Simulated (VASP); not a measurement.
Here is a VASP 6.6.1 calculation.

The input INCAR:

```
  ALGO = Normal
  EDIFF = 1E-6
  EDIFFG = -0.005
  ENCUT = 600
  GGA = PS
  IBRION = 2
  ISIF = 3
  ISMEAR = 0
  ISPIN = 2
  KPAR = 4
  LASPH = True
  LCHARG = False
  LMAXMIX = 4
  LORBIT = 11
  LREAL = False
  LWAVE = False
  MAGMOM = 0.01 0 0.11 0.11 0.11 0.11
  NELM = 150
  NSW = 100
  PREC = Accurate
  SIGMA = 0.05
```

File KPOINTS:

```
k-points
0
Gamma
  8 8 8
```

Contents of POSCAR:

```
LuInNi4
1.0
    0.0000000000      3.4699960700      3.4699960700
    3.4699960700      0.0000000000      3.4699960700
    3.4699960700      3.4699960700      0.0000000000
In Lu Ni
1 1 4
Direct
    0.2500000000      0.2500000000      0.2500000000
    0.5000000000      0.5000000000      0.5000000000
    0.8757572800      0.8757572800      0.3727281600
    0.8757572800      0.3727281600      0.8757572800
    0.8757572800      0.8757572800      0.8757572800
    0.3727281600      0.8757572800      0.8757572800
```

Potentials or basis: VASP PAW PBE potentials, release 64 (In_d, Lu, Ni).

Launch:

```console
$ cat potpaw_PBE.64/In_d/POTCAR potpaw_PBE.64/Lu/POTCAR potpaw_PBE.64/Ni/POTCAR > POTCAR
$ mpirun -np 4 vasp_std > vasp.out
```

(1) Predict the net moment.

(2) Predict the relaxed cell.

(3) What does it give for the space group after relaxing (to 0.1 Å)?

(4) Predict the relaxed volume.

Answers

(1) 0.00 μB per cell.

(2) a = 4.875 Å, b = 4.875 Å, c = 4.875 Å, α = 60.00°, β = 60.00°, γ = 60.00°.

(3) F-43m (No. 216).

(4) 13.65 Å³/atom.

Caveat: the PAW data sets were made with another functional, which shifts forces and pressure a little.
